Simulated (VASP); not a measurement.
Here is a VASP 6.6.1 calculation.

Contents of POSCAR:

```
Ti
1.0
    4.2845983599      0.0000000000      0.0000000000
   -2.1422991799      3.7105710247      0.0000000000
    0.0000000000      0.0000000000      2.6688933794
Ti
3
Direct
    0.0000000000      0.0000000000      0.0000000000
    0.3333333333      0.6666666667      0.5000000000
    0.6666666667      0.3333333333      0.5000000000
```

File INCAR.step1:

```
  ALGO = Normal
  EDIFF = 1E-4
  ENCUT = 520
  GGA = PE
  ISMEAR = 1
  LASPH = T
  LCHARG = F
  LREAL = F
  LWAVE = T
  NBANDS = 25
  NELM = 60
  PREC = Accurate
  SIGMA = 0.05
```

Contents of INCAR.step2:

```
  ALGO = Normal
  EDIFF = 1E-6
  ENCUT = 520
  ISIF = 2
  ISMEAR = 1
  ISTART = 1
  LASPH = T
  LCHARG = F
  LMIXTAU = T
  LREAL = F
  LWAVE = F
  METAGGA = R2SCAN
  NBANDS = 25
  NELM = 60
  PREC = Accurate
  SIGMA = 0.05
```

File KPOINTS:

```
k-points
0
Gamma
  8 8 11
```

Potentials or basis: VASP PAW PBE potentials, release 64 (Ti_sv).

Launch:

```console
$ cat potpaw_PBE.64/Ti_sv/POTCAR > POTCAR
$ cp INCAR.step1 INCAR
$ mpirun -np 1 vasp_std > vasp.out
$ cp INCAR.step2 INCAR
$ mpirun -np 1 vasp_std > vasp.out
```

(1) What does it give for the pressure?

(2) Estimate the band gap on the k mesh.

Answers

(1) 30.8 GPa.

(2) zero (bands 18 and 19 overlap by 0.57 eV).

Caveat: the cell stands under pressure; the PAW data sets were made with another functional, which shifts forces and pressure a little.
